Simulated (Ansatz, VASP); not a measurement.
ZrAl2N3 in VASP and in Ansatz

```
Zr Al N
1.0
     2.97526    0.00000    0.00000
    -1.48763    2.57665    0.00000
     0.00000    0.00000   15.82411
Zr Al N
2 4 6
Direct
  0.66667 0.33333 0.16936
  0.66667 0.33333 0.83064
  0.33333 0.66667 0.00000
  0.33333 0.66667 0.33932
  0.33333 0.66667 0.66068
  0.66667 0.33333 0.50000
  0.00000 0.00000 0.92290
  0.00000 0.00000 0.26198
  0.00000 0.00000 0.58019
  0.00000 0.00000 0.07710
  0.00000 0.00000 0.41981
  0.00000 0.00000 0.73802
```

Alike in both runs: functional PBE; k mesh 6 × 6 × 1; occupations gaussian, width 0.1 eV; no spin polarisation.

Ansatz relaxed the structure, and its values are those at the end. VASP's run is a single point on that final structure, the one shown.

|  | VASP | Ansatz |
| --- | --- | --- |
| version | VASP 6.6.1 | Ansatz 0.2.0 |
| potentials or method | VASP PAW PBE potentials, release 64 (Zr_sv, Al, N), cutoff 520 eV | scalar-relativistic, plane waves, PAW |
| valence electrons in the cell | 66 | 66 |

VASP gave:

| Item | Value |
| --- | --- |
| gap on the k mesh at the Fermi level (eV) | none |
| pressure (GPa) | 0.0 |
| rms of the force components (eV/Å) | 0.006 |

Estimate Ansatz's values.

gap on the k mesh at the Fermi level (eV): none; pressure (GPa): 0.0; rms of the force components (eV/Å): 0.003.

A gap of «none» marks a metal or a gap that the smearing closes. The functional is the same, so the differences come from potentials, cutoffs and numerics.

The k mesh is coarse, so the values compare programs but aren't converged.
